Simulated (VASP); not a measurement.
Crystal: ScTlH6.

```
Sc Tl H
1.0
     3.55555    2.05280    2.28866
    -3.55555    2.05280    2.28866
     0.00000   -4.10560    2.28866
Sc Tl H
1 1 6
Direct
  0.50000 0.50000 0.50000
  0.00000 0.00000 0.00000
  0.93995 0.29182 0.29182
  0.29182 0.93995 0.29182
  0.29182 0.29182 0.93995
  0.06005 0.70818 0.70818
  0.70818 0.06005 0.70818
  0.70818 0.70818 0.06005
```

| Item | Value |
| --- | --- |
| Program | VASP 6.6.1 |
| Task | relaxation of cell and atoms |
| Functional | PBEsol |
| Potentials or basis | VASP PAW PBE potentials, release 64 (Sc_sv, Tl_d, H) |
| Cutoff | 600 eV |
| k mesh | 6 × 6 × 6 |
| Occupations | fermi-dirac, width 0.03 eV |
| Spin | no spin polarisation |

At the start: pressure -8.1 GPa; volume 12.53 Å³/atom.

Question: Where does the relaxation end?

Answer: Over 19 steps the energy falls by 361.6 meV/atom and the volume is 8.50 Å³/atom (-32.2 %); space group R-3m (No. 166, to 0.1 Å) before and after.

Step by step:
```csv
step,energy change (eV),largest force (eV/Å),pressure (GPa),volume (Å³)
1,0.0000,0.9574,-8.07,100.23
2,-0.6987,1.0460,-6.44,91.34
3,-1.7005,1.2561,5.89,70.29
4,-2.1776,0.5610,3.02,68.77
5,-2.3435,0.3997,2.06,66.97
6,-2.4213,0.3466,0.08,68.25
7,-2.4909,0.2959,-3.16,70.71
8,-2.5655,0.2929,-2.18,69.40
9,-2.6619,0.3459,0.64,66.11
10,-2.7289,0.3191,0.93,65.75
11,-2.8380,0.2332,3.59,64.66
12,-2.8385,0.2352,2.63,64.90
13,-2.8412,0.2272,3.02,64.79
14,-2.8885,0.0861,0.18,68.31
15,-2.8900,0.0659,0.51,67.77
16,-2.8916,0.0369,-0.24,68.12
17,-2.8919,0.0287,-0.04,68.02
18,-2.8924,0.0055,-0.01,68.00
19,-2.8924,0.0079,0.02,67.99
```

Final structure:
```cif
data_structure
_symmetry_space_group_name_H-M 'P 1'
_symmetry_Int_Tables_number 1
_cell_length_a 4.1022
_cell_length_b 4.1022
_cell_length_c 4.1022
_cell_angle_alpha 95.558
_cell_angle_beta 95.558
_cell_angle_gamma 95.558
_cell_volume 67.99
loop_
_atom_site_label
_atom_site_type_symbol
_atom_site_fract_x
_atom_site_fract_y
_atom_site_fract_z
_atom_site_occupancy
Sc1 Sc 0.50000 0.50000 0.50000 1
Tl1 Tl 0.00000 0.00000 0.00000 1
H1 H 0.98246 0.40541 0.40541 1
H2 H 0.40541 0.98246 0.40541 1
H3 H 0.40541 0.40541 0.98246 1
H4 H 0.01754 0.59459 0.59459 1
H5 H 0.59459 0.01754 0.59459 1
H6 H 0.59459 0.59459 0.01754 1
```

Caveat: the volume moved by over 15 % at a fixed basis, so the end points are rough; the PAW data sets were made with another functional, which shifts forces and pressure a little.
